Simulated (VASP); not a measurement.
# TaN in VASP: notebook

The runs below take TaN through single point, with PBEsol.

Everything below comes from runs of VASP 6.6.1. Logs are shortened: lines on timing, memory, paths and dates and some standing lists are left out, and cuts for length are marked.

## Step 1: The cell of the first run

It takes space group Fm-3m (No. 225, cubic). The conventional cell has a = 4.009 Å, b = 4.009 Å, c = 4.009 Å, α = 90.00°, β = 90.00°, γ = 90.00°. Within 2.7 Å of Ta (site symmetry m-3m) lie 6 N at 2.00 Å. N (site symmetry m-3m) has 6 Ta at 2.00 Å within 2.7 Å.

## Step 2: Single point, PBEsol (strain -0.080 along x and y, -0.080 along z)

The input, INCAR:

```
ALGO = Normal
EDIFF = 1E-6
ENCUT = 520
GGA = PS
ISIF = 2
ISMEAR = 0
LASPH = T
LCHARG = F
LREAL = F
LWAVE = F
NBANDS = 15
NELM = 100
PREC = Accurate
SIGMA = 0.15
```

The input, KPOINTS:

```
k-points
0
Gamma
  18 18 18
```

The input, POSCAR:

```
TaN
1.0
    0.0000000000      2.0046800000      2.0046800000
    2.0046800000      0.0000000000      2.0046800000
    2.0046800000      2.0046800000      0.0000000000
Ta N
1 1
Direct
    0.5000000000      0.5000000000      0.5000000000
    0.0000000000      0.0000000000      0.0000000000
```

Potentials or basis: VASP PAW PBE potentials, release 64 (Ta_pv, N).

Run with:

```console
$ cat potpaw_PBE.64/Ta_pv/POTCAR potpaw_PBE.64/N/POTCAR > POTCAR
$ mpirun -np 1 vasp_std > vasp.out
```

OUTCAR:

```text
EDIFF = 1E-6
   ENCUT = 520
   GGA = PS
   ISIF = 2
   ISMEAR = 0
   LASPH = T
   LREAL = F
   NELM = 100
   PREC = Accurate

 ion  position               nearest neighbor table
   1  0.500  0.500  0.500-   2 2.00   2 2.00   2 2.00   2 2.00   2 2.00   2 2.00
   2  0.000  0.000  0.000-   1 2.00   1 2.00   1 2.00   1 2.00   1 2.00   1 2.00

  LATTYP: Found a face centered cubic cell.
 ALAT       =     4.0093600000

  Lattice vectors:

 A1 = (   0.0000000000,   2.0046800000,   2.0046800000)
 A2 = (   2.0046800000,   0.0000000000,   2.0046800000)
 A3 = (   2.0046800000,   2.0046800000,   0.0000000000)

Analysis of symmetry for initial positions (statically):
=====================================================================
 Subroutine PRICEL returns:
 Original cell was already a primitive cell.

 Routine SETGRP: Setting up the symmetry group for a
 face centered cubic supercell.

 Subroutine GETGRP returns: Found 48 space group operations
 (whereof 48 operations were pure point group operations)
 out of a pool of 48 trial point group operations.

The static configuration has the point symmetry O_h .

Analysis of symmetry for dynamics (positions and initial velocities):
=====================================================================
 Subroutine PRICEL returns:
 Original cell was already a primitive cell.

 Routine SETGRP: Setting up the symmetry group for a
 face centered cubic supercell.

 Subroutine GETGRP returns: Found 48 space group operations
 (whereof 48 operations were pure point group operations)
 out of a pool of 48 trial point group operations.

The dynamic configuration has the point symmetry O_h .

 Subroutine INISYM returns: Found 48 space group operations
 (whereof 48 operations are pure point group operations),
 and found     1 'primitive' translations

----------------------------------------------------------------------------------------

                                     Primitive cell

  volume of cell :      16.1126

  direct lattice vectors                    reciprocal lattice vectors
     0.000000000  2.004680000  2.004680000    -0.249416366  0.249416366  0.249416366
     2.004680000  0.000000000  2.004680000     0.249416366 -0.249416366  0.249416366
     2.004680000  2.004680000  0.000000000     0.249416366  0.249416366 -0.249416366

  length of vectors
     2.835045644  2.835045644  2.835045644     0.432001818  0.432001818  0.432001818

  position of ions in fractional coordinates (direct lattice)
     0.500000000  0.500000000  0.500000000
     0.000000000  0.000000000  0.000000000

  ion indices of the primitive-cell ions
   primitive index   ion index
                 1           1
                 2           2

----------------------------------------------------------------------------------------

 KPOINTS: k-points

Automatic generation of k-mesh.
 Grid dimensions read from file:
 generate k-points for:   18   18   18

 Generating k-lattice:

  Cartesian coordinates                     Fractional coordinates (reciprocal lattice)
    -0.013856465  0.013856465  0.013856465     0.055555556  0.000000000  0.000000000
     0.013856465 -0.013856465  0.013856465     0.000000000  0.055555556  0.000000000
     0.013856465  0.013856465 -0.013856465     0.000000000  0.000000000  0.055555556

  Length of vectors
     0.024000101  0.024000101  0.024000101

  Shift w.r.t. Gamma in fractional coordinates (k-lattice)
     0.000000000  0.000000000  0.000000000

 Subroutine IBZKPT returns following result:
 ===========================================

 Found    195 irreducible k-points:

 Following reciprocal coordinates:
            Coordinates               Weight
  0.000000  0.000000  0.000000      1.000000
  0.055556  0.000000  0.000000      8.000000
  0.111111  0.000000  0.000000      8.000000
  0.166667  0.000000  0.000000      8.000000
  0.222222  0.000000  0.000000      8.000000
  0.277778  0.000000  0.000000      8.000000
[... 16 lines left out ...]
 -0.277778  0.055556  0.000000     24.000000
 -0.222222  0.055556  0.000000     24.000000
 [... further k-points ...]
   k-points           NKPTS =    195   k-points in BZ     NKDIM =    195   number of bands    NBANDS=     15
   number of dos      NEDOS =    301   number of ions     NIONS =      2
   total plane-waves  NPLWV =  13824
   dimension x,y,z NGX =    24 NGY =   24 NGZ =   24
   dimension x,y,z NGXF=    48 NGYF=   48 NGZF=   48
   ions per type =               1   1
   NGX,Y,Z   is equivalent  to a cutoff of  14.07, 14.07, 14.07 a.u.
   NGXF,Y,Z  is equivalent  to a cutoff of  28.15, 28.15, 28.15 a.u.
 SYSTEM =  unknown system
   PREC   = accura    normal or accurate (medium, high low for compatibility)
   ISTART =      0    job   : 0-new  1-cont  2-samecut
   ICHARG =      2    charge: 1-file 2-atom 10-const
   ISPIN  =      1    spin polarized calculation?
   LNONCOLLINEAR =      F non collinear calculations
   LSORBIT =      F    spin-orbit coupling
   LASPH  =      T    aspherical Exc in radial PAW
   ENCUT  =  520.0 eV  38.22 Ry    6.18 a.u.   5.27  5.27  5.27*2*pi/ulx,y,z
   NELM   =    100;   NELMIN=  2; NELMDL= -5     # of ELM steps
   EDIFF  = 0.1E-05   stopping-criterion for ELM
   LREAL  =      F    real-space projection
   EDIFFG = 0.1E-04   stopping-criterion for IOM
   NSW    =      0    number of steps for IOM
   IBRION =     -1    ionic relax: 0-MD 1-quasi-New 2-CG
   NFREE  =      0    steps in history (QN), initial steepest desc. (CG)
   ISIF   =      2    stress and relaxation
   ISYM   =      2    0-nonsym 1-usesym 2-fastsym
   POTIM  = 0.5000    time-step for ionic-motion
   TEBEG  =    0.0;   TEEND  =   0.0 temperature during run
   PSTRESS=    0.0 pullay stress
   NELECT =      16.0000    total number of electrons
   NUPDOWN=      -1.0000    fix difference up-down
   EMIN   =  10.00;   EMAX   =-10.00  energy-range for DOS
   EFERMI =   0.00;   METHOD = LEGACY
   ISMEAR =     0;   SIGMA  =   0.15  broadening in eV -4-tet -1-fermi 0-gaus
   EFERMI_NEDOS =   21; number of points for ismear=-14 and -15
   IALGO  =     38    algorithm
   IMIX   =      4    mixing-type and parameters
     AMIX     =   0.40;   BMIX     =  1.00
     AMIX_MAG =   1.60;   BMIX_MAG =  1.00
  volume/ion in A,a.u.               =       8.06        54.37
  Fermi-wavevector in a.u.,A,eV,Ry     =   1.633277  3.086445 36.294804  2.667593
  Thomas-Fermi vector in A             =   2.725108
   LORBIT       =      0    0 simple, 1 ext, 2 COOP (PROOUT), +10 PAW based schemes
   GGA     = PS    functional components
   LHFCALC =     F    Hartree Fock is set to
   AEXX    =    0.0000 exact exchange contribution
   IVDW    =     0    specifies the selected vdW correction
   LEPSILON=     F    determine dielectric tensor
   LRPA    =     F    only Hartree local field effects (RPA)
 non-spin polarized calculation
 Gauss-broadening in eV      SIGMA  =   0.15
  energy-cutoff  :      520.00
  volume of cell :       16.11
 maximum number of plane-waves:       448
 NGX is ok and might be reduce to    24
   NGX = 11   NGY = 11   NGZ = 11

 number of electron      16.0000000 magnetization

 Free energy of the ion-electron system (eV)
  ---------------------------------------------------
  ext. energy  EPLUGINS =         0.00000000
  ---------------------------------------------------
  free energy    TOTEN  =       -21.16698391 eV

  energy without entropy =      -21.15986782  energy(sigma->0) =      -21.16342587

 E-fermi :  12.7752     XC(G=0): -15.1769

 val. band max:       12.7724608689   @ k =   0.3889   0.0556   0.0000
 cond. band min:      12.7775372236   @ k =   0.2222   0.1111   0.0000
 fundamental gap:      0.0050763547
 Fermi energy:        12.7752267954

 k-point     1 :       0.0000    0.0000    0.0000
  band No.  band energies     occupation
      1     -22.3670      2.00000
      2     -22.3670      2.00000
      3     -22.3670      2.00000
      4      -8.3170      2.00000
      5       8.2185      2.00000
      6       8.2185      2.00000
      7       8.2185      2.00000
      8       9.7083      2.00000
      9       9.7083      2.00000
     10       9.7083      2.00000
     11      12.8551      0.45124
     12      12.8551      0.45124
     13      17.1602      0.00000
     14      22.2214      0.00000
     15      25.8273      0.00000

 k-point     2 :       0.0556    0.0000    0.0000
  band No.  band energies     occupation
      1     -22.4515      2.00000
      2     -22.3728      2.00000
      3     -22.3728      2.00000
      4      -8.1790      2.00000
      5       7.6611      2.00000
      6       7.7853      2.00000
      7       7.7853      2.00000
      8       9.9023      2.00000
      9       9.9023      2.00000
     10      10.0428      2.00000
     11      13.3321      0.00000
     12      13.3321      0.00000
     13      17.3727      0.00000
     14      22.5560      0.00000
     15      25.8272      0.00000

 k-point     3 :       0.1111    0.0000    0.0000
  band No.  band energies     occupation
      1     -22.6875      2.00000
      2     -22.3896      2.00000
      3     -22.3896      2.00000
      4      -7.7839      2.00000
      5       6.5856      2.00000
      6       6.9057      2.00000
      7       6.9057      2.00000
      8      10.3275      2.00000
      9      10.3275      2.00000
     10      10.5338      2.00000
     11      14.4911      0.00000
     12      14.4911      0.00000
     13      17.9488      0.00000
     14      23.5100      0.00000
     15      25.8268      0.00000
[... 343 lines left out ...]
 k-point    23 :      -0.2778    0.0556    0.0000
  band No.  band energies     occupation
      1     -23.9338      2.00000
      2     -22.5761      2.00000
      3     -22.4591      2.00000
      4      -5.3186      2.00000
      5       2.5068      2.00000
      6       3.9037      2.00000
      7       4.4966      2.00000
      8      12.1103      2.00000
      9      12.4994      1.99068
     10      13.9640      0.00000
     11      18.6513      0.00000
     12      20.4781      0.00000
     13      20.6624      0.00000
     14      25.8107      0.00000
     15      28.3997      0.00000

 k-point    24 :      -0.2222    0.0556    0.0000
  band No.  band energies     occupation
      1     -23.5626      2.00000
      2     -22.5419      2.00000
      3     -22.4243      2.00000
      4      -6.1158      2.00000
      5       3.5742      2.00000
      6       4.5359      2.00000
      7       5.2125      2.00000
      8      11.4822      2.00000
      9      11.5719      2.00000
     10      12.9814      0.05196
     11      17.1120      0.00000
     12      19.0651      0.00000
     13      20.0241      0.00000
     14      25.8190      0.00000
     15      27.2933      0.00000

 [... further k-points ...]
[... 5 lines left out ...]
  --------------------------------------------------------------------------------------
  -------------------------------------------------------------------------------------
  Total       17.0951288     17.0951288     17.0951288      0.0000000      0.0000000      0.0000000
  in kB     1699.8781462   1699.8781462   1699.8781462      0.0000000      0.0000000      0.0000000
  external PRESSURE =    1699.8781462 kB  Pullay stress =       0.0000000 kB

 VOLUME and BASIS-vectors are now :
 -----------------------------------------------------------------------------
  energy-cutoff  :      520.00
  volume of cell :       16.11
      direct lattice vectors                 reciprocal lattice vectors
     0.000000000  2.004680000  2.004680000    -0.249416366  0.249416366  0.249416366
     2.004680000  0.000000000  2.004680000     0.249416366 -0.249416366  0.249416366
     2.004680000  2.004680000  0.000000000     0.249416366  0.249416366 -0.249416366

 POSITION                                       TOTAL-FORCE (eV/Angst)
 -----------------------------------------------------------------------------------
      2.00468      2.00468      2.00468         0.000000      0.000000     -0.000000
      0.00000      0.00000      0.00000        -0.000000     -0.000000      0.000000
 -----------------------------------------------------------------------------------
    total drift:                                0.000000     -0.000000     -0.000000

  FREE ENERGIE OF THE ION-ELECTRON SYSTEM (eV)
  ---------------------------------------------------
  free  energy   TOTEN  =       -21.1669839118 eV

  energy  without entropy=      -21.1598678208  energy(sigma->0) =      -21.16342587
```

Run time: 59 s. Hardware: 1 thread of Intel Xeon 8259CL, shared host; peak memory 0.18 GiB.

What came out:

- Free energy: -21.1670 eV
- Pressure: 170.0 GPa
- Band gap on the k mesh: zero (band 8 reaches 15.68 eV, above the bottom of band 9 at 9.71 eV)

Levels at points of the mesh, in eV from the Fermi level:
```csv
k point,band 4,band 5,band 6,band 7,band 8,band 9,band 10,band 11,band 12,band 13
"(0.00, 0.00, 0.00)",-21.09,-4.56,-4.56,-4.56,-3.07,-3.07,-3.07,0.08,0.08,4.38
"(0.50, 0.00, 0.00)",-15.86,-12.83,-9.83,-9.83,2.90,2.90,3.05,4.86,11.03,11.03
"(0.50, 0.50, 0.00)",-20.00,-7.73,-6.69,-5.05,-5.05,3.14,5.42,5.42,8.20,10.55
```

Caveat: the cell differs from its parent crystal (strain -0.080 along x and y, -0.080 along z); the PAW data sets were made with another functional, which shifts forces and pressure a little; spin-orbit coupling is left out, which moves the levels of the heavy elements.

(Part 1 of 2 ends here.)
